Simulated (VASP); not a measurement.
# SrCl2: electric field gradients with PBE

SrCl2:

```xyz
3
Lattice="0.0000 3.4997 3.4997 3.4997 0.0000 3.4997 3.4997 3.4997 0.0000" Properties=species:S:1:pos:R:3 pbc="T T T"
Sr    0.0000    0.0000    0.0000
Cl    5.2496    5.2496    5.2496
Cl    1.7499    1.7499    1.7499
```

| Property | Result |
| --- | --- |
| Program | VASP 6.6.1 |
| Task | electric field gradients |
| Functional | PBE |
| Potentials or basis | VASP PAW PBE potentials, release 64 (Sr_sv, Cl) |
| Cutoff | 520 eV |
| k mesh | 6 × 6 × 6 |
| Occupations | fermi-dirac, width 0.02 eV |
| Spin | no spin polarisation |
| Dipole correction | no |
| Further INCAR settings | ALGO = Normal; EDIFF = 1e-08; NBANDS = 19 |

| Quantity | Value |
| --- | --- |
| Pressure | 0.7 GPa |
| Band gap on the k mesh | 5.30 eV (least direct gap 5.51 eV) |
| Largest electric field gradient by atom | under 0.05 V/Å² on every atom |

Levels at points of the mesh, in eV from the valence-band top:
| k point | band 8 | band 9 | band 10 | band 11 | band 12 | band 13 | band 14 | band 15 | band 16 | band 17 |
| --- | --- | --- | --- | --- | --- | --- | --- | --- | --- | --- |
| (0.00, 0.00, 0.00) | -2.09 | -2.09 | -0.33 | -0.33 | -0.33 | 5.30 | 6.10 | 6.10 | 9.02 | 9.02 |
| (0.50, 0.00, 0.00) | -1.54 | -1.48 | -1.30 | -1.03 | -1.03 | 6.70 | 6.70 | 7.47 | 7.86 | 8.58 |
| (0.50, 0.50, 0.00) | -1.85 | -1.85 | -0.40 | -0.40 | 0.00 | 5.51 | 7.01 | 7.58 | 7.98 | 7.98 |

It took 65 s on 1 thread of Intel Xeon 8259CL, on a shared host, peak memory 0.24 GiB.

A k mesh can miss the band edges.
